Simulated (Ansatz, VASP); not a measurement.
**InSe2 in VASP and in Ansatz**

Contents of INCAR:

```
PREC     = Accurate       # precision mode
ENCUT    = 520            # plane-wave cutoff, eV
EDIFF    = 1E-6           # SCF threshold, eV
ISMEAR   = 0              # smearing method
SIGMA    = 0.15           # smearing width, eV
LREAL    = False          # projectors in reciprocal space
LASPH    = True           # aspherical terms in the spheres
NELM     = 60             # most SCF steps
ALGO     = Normal         # electronic algorithm
ISIF     = 2              # what is computed and relaxed
LWAVE    = False          # write WAVECAR
LCHARG   = False          # write CHGCAR
GGA      = PE             # functional
NBANDS   = 34             # bands
```

KPOINTS

```
Automatic mesh
0
Gamma
  12 12 6
```

Contents of POSCAR:

```
InSe2
1.0
    4.0428890035      0.0000000000      0.0000000000
    0.0000000000      4.0428890035      0.0000000000
    0.0000000000      0.0000000000      9.3432335618
In Se
2 4
Direct
    0.0000000000      0.5000000000      0.7035851637
    0.5000000000      0.0000000000      0.2964148363
    0.0000000000      0.5000000000      0.3657877574
    0.5000000000      0.0000000000      0.6342122426
    0.0000000000      0.0000000000      0.0000000000
    0.5000000000      0.5000000000      0.0000000000
```

Input for Ansatz:

```yaml
crystal:
  lattice:
    - [4.0428890035, 0.0, 0.0]
    - [0.0, 4.0428890035, 0.0]
    - [0.0, 0.0, 9.3432335618]
  atoms:
    - { symbol: In, position: [0.0, 0.5, 0.7035851637] }
    - { symbol: In, position: [0.5, 0.0, 0.2964148363] }
    - { symbol: Se, position: [0.0, 0.5, 0.3657877574] }
    - { symbol: Se, position: [0.5, 0.0, 0.6342122426] }
    - { symbol: Se, position: [0.0, 0.0, 0.0] }
    - { symbol: Se, position: [0.5, 0.5, 0.0] }
basis:
  ecutwfc: 420
kpoints:
  mp_grid: { grid: [12, 12, 6] }
hamiltonian:
  xc: pbe
scf:
  occupations: { method: gaussian, width: 0.15 }
output:
  forces: true
  stress: true
  eigenvalues: true
```

Change from the starting cell: strain +0.040 along x and y, -0.040 along z, atoms carried along.

Alike in both runs: task single point; functional PBE; k mesh 12 × 12 × 6; occupations gaussian, width 0.15 eV; no spin polarisation.

|  | VASP | Ansatz |
| --- | --- | --- |
| version | VASP 6.6.1 | Ansatz 0.2.0 |
| potentials or method | VASP PAW PBE potentials, release 64 (In_d, Se), cutoff 520 eV | scalar-relativistic, plane waves, PAW |
| valence electrons in the cell | 50 | 90 |

Ansatz gave:

* gap on the k mesh at the Fermi level (eV): none
* pressure (GPa): -3.6
* traceless stress, the component that is largest in VASP (GPa): 3.91
* rms of the force components (eV/Å): 0.102

Question: Estimate VASP's values.

Answer: gap on the k mesh at the Fermi level (eV): none; pressure (GPa): -3.6; traceless stress, the component that is largest in VASP (GPa): 3.90; rms of the force components (eV/Å): 0.102.

Atom by atom the forces differ by 0.000 eV/Å (rms over components). A gap of «none» marks a metal or a gap that the smearing closes. VASP's potentials hold 50 valence electrons a cell and Ansatz's 90, so a difference there can come from the potentials and not from the codes.
